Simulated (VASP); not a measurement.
Write the native input for VASP 6.6.1 that does the following.

* Task: single point
* Functional: PBEsol
* Potentials or basis: VASP PAW PBE potentials, release 64 (Mg, S)
* Cutoff: 520 eV
* k mesh: 8 × 8 × 8
* Occupations: gaussian, width 0.05 eV
* Spin: no spin polarisation
* Dipole correction: no
* Further INCAR settings: ALGO = Normal; EDIFF = 1e-06; NBANDS = 11

The structure of MgS lies in POSCAR:

```
MgS
1.0
    0.0000000000      2.6016500000      2.6016500000
    2.6016500000      0.0000000000      2.6016500000
    2.6016500000      2.6016500000      0.0000000000
Mg S
1 1
Direct
    0.0000000000      0.0000000000      0.0000000000
    0.4663674975      0.4663674975      0.5336325025
```

This cell differs from its parent crystal: all S atoms moved +0.175 Å, as atom 2 towards its neighbour atom 1 (Mg) at 2.602 Å.

These files were run (other wordings do the same):

INCAR

```
ALGO = Normal
EDIFF = 1E-6
ENCUT = 520
GGA = PS
ISIF = 2
ISMEAR = 0
LASPH = T
LCHARG = F
LREAL = F
LWAVE = F
NBANDS = 11
NELM = 60
PREC = Accurate
SIGMA = 0.05
```

KPOINTS

```
k-points
0
Gamma
  8 8 8
```

Potentials or basis: VASP PAW PBE potentials, release 64 (Mg, S).

The run is started by

```bash
$ cat potpaw_PBE.64/Mg/POTCAR potpaw_PBE.64/S/POTCAR > POTCAR
$ mpirun -np 1 vasp_std > vasp.out
```

It gave:

| Property | Result |
| --- | --- |
| Pressure | -0.1 GPa |
| Largest force | 0.581 eV/Å |
| Band gap on the k mesh | 2.71 eV, indirect (least direct gap 3.59 eV) |

Caveat: the cell differs from its parent crystal (all S atoms moved +0.175 Å, as atom 2 towards its neighbour atom 1 (Mg) at 2.602 Å); the PAW data sets were made with another functional, which shifts forces and pressure a little.

Wall time 41 s on 1 thread of AMD EPYC 7R13, on a shared host, peak memory 0.14 GiB.
